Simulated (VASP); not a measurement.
# Ir (Fm-3m) in VASP: further runs, part 2 of 2

VASP 6.6.1. The steps go on from the part before.

**4. Single point, PBEsol (volume scaled by 0.94)**

File INCAR:

```
SYSTEM = Ir
PREC = Accurate
ENCUT = 520
EDIFF = 1E-6
ISMEAR = -1
SIGMA = 0.08
LREAL = .False.
LASPH = .True.
NELM = 100
ALGO = Normal
ISIF = 2
LWAVE = .False.
LCHARG = .True.
GGA = PS
LELF = .True.
LVHAR = .True.
NBANDS = 10
```

File KPOINTS:

```
Automatic mesh
0
Gamma
  19 19 19
  0 0 0
```

File POSCAR:

```
Ir
1.0
    0.0000000000      1.8765528308      1.8765528308
    1.8765528308      0.0000000000      1.8765528308
    1.8765528308      1.8765528308      0.0000000000
Ir
1
Direct
    0.0000000000      0.0000000000      0.0000000000
```

Potentials or basis: VASP PAW PBE potentials, release 64 (Ir).

On the command line:

```sh
> cat potpaw_PBE.64/Ir/POTCAR > POTCAR
> mpirun -np 1 vasp_std > vasp.out
```

OUTCAR:

```text
SYSTEM = Ir
   PREC = Accurate
   ENCUT = 520
   EDIFF = 1E-6
   ISMEAR = -1
   LREAL = .False.
   LASPH = .True.
   NELM = 100
   ISIF = 2
   GGA = PS

 ion  position               nearest neighbor table
   1  0.000  0.000  0.000-

  LATTYP: Found a face centered cubic cell.
 ALAT       =     3.7531056616

  Lattice vectors:

 A1 = (   0.0000000000,   1.8765528308,   1.8765528308)
 A2 = (   1.8765528308,   0.0000000000,   1.8765528308)
 A3 = (   1.8765528308,   1.8765528308,   0.0000000000)

Analysis of symmetry for initial positions (statically):
=====================================================================
 Subroutine PRICEL returns:
 Original cell was already a primitive cell.

 Routine SETGRP: Setting up the symmetry group for a
 face centered cubic supercell.

 Subroutine GETGRP returns: Found 48 space group operations
 (whereof 48 operations were pure point group operations)
 out of a pool of 48 trial point group operations.

The static configuration has the point symmetry O_h .

Analysis of symmetry for dynamics (positions and initial velocities):
=====================================================================
 Subroutine PRICEL returns:
 Original cell was already a primitive cell.

 Routine SETGRP: Setting up the symmetry group for a
 face centered cubic supercell.

 Subroutine GETGRP returns: Found 48 space group operations
 (whereof 48 operations were pure point group operations)
 out of a pool of 48 trial point group operations.

The dynamic configuration has the point symmetry O_h .

 Subroutine INISYM returns: Found 48 space group operations
 (whereof 48 operations are pure point group operations),
 and found     1 'primitive' translations

----------------------------------------------------------------------------------------

                                     Primitive cell

  volume of cell :      13.2164

  direct lattice vectors                    reciprocal lattice vectors
     0.000000000  1.876552831  1.876552831    -0.266446002  0.266446002  0.266446002
     1.876552831  0.000000000  1.876552831     0.266446002 -0.266446002  0.266446002
     1.876552831  1.876552831  0.000000000     0.266446002  0.266446002 -0.266446002

  length of vectors
     2.653846464  2.653846464  2.653846464     0.461498014  0.461498014  0.461498014

  position of ions in fractional coordinates (direct lattice)
     0.000000000  0.000000000  0.000000000

  ion indices of the primitive-cell ions
   primitive index   ion index
                 1           1

----------------------------------------------------------------------------------------

 KPOINTS: Automatic mesh

Automatic generation of k-mesh.
 Grid dimensions read from file:
 generate k-points for:   19   19   19

 Generating k-lattice:

  Cartesian coordinates                     Fractional coordinates (reciprocal lattice)
    -0.014023474  0.014023474  0.014023474     0.052631579  0.000000000  0.000000000
     0.014023474 -0.014023474  0.014023474     0.000000000  0.052631579  0.000000000
     0.014023474  0.014023474 -0.014023474     0.000000000  0.000000000  0.052631579

  Length of vectors
     0.024289369  0.024289369  0.024289369

  Shift w.r.t. Gamma in fractional coordinates (k-lattice)
     0.000000000  0.000000000  0.000000000

 Subroutine IBZKPT returns following result:
 ===========================================

 Found    220 irreducible k-points:

 Following reciprocal coordinates:
            Coordinates               Weight
  0.000000  0.000000  0.000000      1.000000
  0.052632  0.000000  0.000000      8.000000
  0.105263  0.000000  0.000000      8.000000
  0.157895  0.000000  0.000000      8.000000
  0.210526  0.000000  0.000000      8.000000
  0.263158  0.000000  0.000000      8.000000
[... 16 lines left out ...]
 -0.315789  0.052632  0.000000     24.000000
 -0.263158  0.052632  0.000000     24.000000
 [... further k-points ...]
   k-points           NKPTS =    220   k-points in BZ     NKDIM =    220   number of bands    NBANDS=     10
   number of dos      NEDOS =    301   number of ions     NIONS =      1
   total plane-waves  NPLWV =   8000
   dimension x,y,z NGX =    20 NGY =   20 NGZ =   20
   dimension x,y,z NGXF=    40 NGYF=   40 NGZF=   40
   ions per type =               1
   NGX,Y,Z   is equivalent  to a cutoff of  12.53, 12.53, 12.53 a.u.
   NGXF,Y,Z  is equivalent  to a cutoff of  25.06, 25.06, 25.06 a.u.
 SYSTEM =  Ir
   PREC   = accura    normal or accurate (medium, high low for compatibility)
   ISTART =      0    job   : 0-new  1-cont  2-samecut
   ICHARG =      2    charge: 1-file 2-atom 10-const
   ISPIN  =      1    spin polarized calculation?
   LNONCOLLINEAR =      F non collinear calculations
   LSORBIT =      F    spin-orbit coupling
   LASPH  =      T    aspherical Exc in radial PAW
   ENCUT  =  520.0 eV  38.22 Ry    6.18 a.u.   4.93  4.93  4.93*2*pi/ulx,y,z
   NELM   =    100;   NELMIN=  2; NELMDL= -5     # of ELM steps
   EDIFF  = 0.1E-05   stopping-criterion for ELM
   LREAL  =      F    real-space projection
   EDIFFG = 0.1E-04   stopping-criterion for IOM
   NSW    =      0    number of steps for IOM
   IBRION =     -1    ionic relax: 0-MD 1-quasi-New 2-CG
   NFREE  =      0    steps in history (QN), initial steepest desc. (CG)
   ISIF   =      2    stress and relaxation
   ISYM   =      2    0-nonsym 1-usesym 2-fastsym
   POTIM  = 0.5000    time-step for ionic-motion
   TEBEG  =    0.0;   TEEND  =   0.0 temperature during run
   PSTRESS=    0.0 pullay stress
   NELECT =       9.0000    total number of electrons
   NUPDOWN=      -1.0000    fix difference up-down
   EMIN   =  10.00;   EMAX   =-10.00  energy-range for DOS
   EFERMI =   0.00;   METHOD = LEGACY
   ISMEAR =    -1;   SIGMA  =   0.08  broadening in eV -4-tet -1-fermi 0-gaus
   EFERMI_NEDOS =   21; number of points for ismear=-14 and -15
   IALGO  =     38    algorithm
   IMIX   =      4    mixing-type and parameters
     AMIX     =   0.40;   BMIX     =  1.00
     AMIX_MAG =   1.60;   BMIX_MAG =  1.00
  volume/ion in A,a.u.               =      13.22        89.19
  Fermi-wavevector in a.u.,A,eV,Ry     =   1.440295  2.721763 28.224613  2.074451
  Thomas-Fermi vector in A             =   2.559055
   LORBIT       =      0    0 simple, 1 ext, 2 COOP (PROOUT), +10 PAW based schemes
   GGA     = PS    functional components
   LHFCALC =     F    Hartree Fock is set to
   AEXX    =    0.0000 exact exchange contribution
   IVDW    =     0    specifies the selected vdW correction
   LEPSILON=     F    determine dielectric tensor
   LRPA    =     F    only Hartree local field effects (RPA)
 non-spin polarized calculation
  energy-cutoff  :      520.00
  volume of cell :       13.22
 maximum number of plane-waves:       366
   NGX =  9   NGY =  9   NGZ =  9

 number of electron       9.0000000 magnetization

 Free energy of the ion-electron system (eV)
  ---------------------------------------------------
  ext. energy  EPLUGINS =         0.00000000
  ---------------------------------------------------
  free energy    TOTEN  =        -9.74844258 eV

  energy without entropy =       -9.72698357  energy(sigma->0) =       -9.73771307

 E-fermi :  11.4553     XC(G=0): -14.5035

 val. band max:       11.4329702620   @ k =   0.4211   0.1579   0.0526
 cond. band min:      11.4597203218   @ k =   0.4737   0.3684   0.0000
 fundamental gap:      0.0267500598
 Fermi energy:        11.4552556726

 k-point     1 :       0.0000    0.0000    0.0000
  band No.  band energies     occupation
      1      -0.4727      2.00000
      2       7.1434      2.00000
      3       7.1434      2.00000
      4       7.1434      2.00000
      5      10.1676      2.00000
      6      10.1676      2.00000
      7      25.6320      0.00000
      8      31.6214      0.00000
      9      31.6214      0.00000
     10      31.6214      0.00000
[... 287 lines left out ...]
 k-point    24 :      -0.2632    0.0526    0.0000
  band No.  band energies     occupation
      1       2.2933      2.00000
      2       6.6662      2.00000
      3       7.5392      2.00000
      4       7.6422      2.00000
      5      10.2057      2.00000
      6      11.1738      1.94241
      7      24.7845      0.00000
      8      28.4624      0.00000
      9      34.5358      0.00000
     10      35.5198      0.00000

 [... further k-points ...]

------------------------ aborting loop because EDIFF is reached ----------------------------------------

  FORCE on cell =-STRESS in cart. coord.  units (eV):
  Direction    XX          YY          ZZ          XY          YZ          ZX
  --------------------------------------------------------------------------------------
  -------------------------------------------------------------------------------------
  Total        2.4302463      2.4302463      2.4302463      0.0000000      0.0000000      0.0000000
  in kB      294.6106819    294.6106819    294.6106819      0.0000000      0.0000000      0.0000000
  external PRESSURE =     294.6106819 kB  Pullay stress =       0.0000000 kB

 VOLUME and BASIS-vectors are now :
 -----------------------------------------------------------------------------
  energy-cutoff  :      520.00
  volume of cell :       13.22
      direct lattice vectors                 reciprocal lattice vectors
     0.000000000  1.876552831  1.876552831    -0.266446002  0.266446002  0.266446002
     1.876552831  0.000000000  1.876552831     0.266446002 -0.266446002  0.266446002
     1.876552831  1.876552831  0.000000000     0.266446002  0.266446002 -0.266446002

 POSITION                                       TOTAL-FORCE (eV/Angst)
 -----------------------------------------------------------------------------------
      0.00000      0.00000      0.00000        -0.000000      0.000000     -0.000000
 -----------------------------------------------------------------------------------
    total drift:                                0.000000     -0.000000     -0.000000

  FREE ENERGIE OF THE ION-ELECTRON SYSTEM (eV)
  ---------------------------------------------------
  free  energy   TOTEN  =        -9.7484425766 eV

  energy  without entropy=       -9.7269835695  energy(sigma->0) =       -9.73771307
```

OSZICAR:

```text
N       E                     dE             d eps       ncg     rms          rms(c)
DAV:   1     0.488347686253E+02    0.48835E+02   -0.45000E+03  4408   0.832E+02
DAV:   2    -0.948211793009E+01   -0.58317E+02   -0.55824E+02  4536   0.203E+02
DAV:   3    -0.103361673743E+02   -0.85405E+00   -0.85133E+00  5284   0.295E+01
DAV:   4    -0.103433642127E+02   -0.71968E-02   -0.71953E-02  5034   0.249E+00
DAV:   5    -0.103435005869E+02   -0.13637E-03   -0.13637E-03  5166   0.319E-01    0.191E+01
DAV:   6    -0.986137861365E+01    0.48212E+00   -0.73749E-01  4954   0.106E+01    0.802E+00
DAV:   7    -0.975590327199E+01    0.10548E+00   -0.27751E-01  5422   0.596E+00    0.149E+00
DAV:   8    -0.975378396669E+01    0.21193E-02   -0.18534E-03  4772   0.454E-01    0.124E+00
DAV:   9    -0.974845905101E+01    0.53249E-02   -0.30256E-03  4814   0.809E-01    0.526E-02
DAV:  10    -0.974844065811E+01    0.18393E-04   -0.22638E-05  6512   0.551E-02    0.166E-02
DAV:  11    -0.974844258076E+01   -0.19227E-05   -0.15559E-06  4514   0.847E-03    0.248E-03
DAV:  12    -0.974844257659E+01    0.41704E-08   -0.28145E-08  2372   0.171E-03
   1 F= -.97484426E+01 E0= -.97377131E+01  d E =-.214590E-01
```

stdout:

```text
POSCAR found type information on POSCAR Ir
 POSCAR found :  1 types and       1 ions
 scaLAPACK will be used
 -----------------------------------------------------------------------------
|                                                                             |
|                                                                             |
|     You enforced a specific xc type in the INCAR file but a different       |
|     I HOPE YOU KNOW WHAT YOU ARE DOING!                                     |
|                                                                             |
 -----------------------------------------------------------------------------

 LDA part: xc-table for (Slater+PW92), standard interpolation
 POSCAR, INCAR and KPOINTS ok, starting setup
 FFT: planning ... GRIDC
 FFT: planning ... GRID_SOFT
 FFT: planning ... GRID
 WAVECAR not read
 entering main loop
```

Wall time 38 s (1 thread of Intel Xeon 8259CL, shared host); peak memory 0.16 GiB.

Results:

* Free energy: -9.7484 eV
* Pressure: 29.5 GPa

Levels at points of the mesh, in eV from the Fermi level:
```
           k point  band 1  band 2  band 3  band 4  band 5  band 6  band 7  band 8  band 9
(0.00, 0.00, 0.00)  -11.93   -4.31   -4.31   -4.31   -1.29   -1.29   14.18   20.17   20.17
```

Caveat: the PAW data sets were made with another functional, which shifts forces and pressure a little; spin-orbit coupling is left out, which moves the levels of the heavy elements.

**5. Summary**

| cell | gap on the mesh (eV) | pressure (GPa) |
| --- | --- | --- |
| a = 2.515 Å, angles 60.0°, 1 atom | none | 153.9 |
| a = 2.596 Å, angles 60.0°, 1 atom | none | 70.3 |
| a = 2.654 Å, angles 60.0°, 1 atom | none | 29.5 |

Alike in all rows: task single point; level PBEsol; potentials or basis VASP PAW PBE potentials, release 64 (Ir); no spin polarisation; k mesh 19 × 19 × 19; cutoff (eV) 520; smearing fermi-dirac 0.08 eV.

Caveats: the PAW data sets were made with another functional, which shifts forces and pressure a little; spin-orbit coupling is left out, which moves the levels of the heavy elements.

Absolute energies hang on the potentials; compare differences alone.
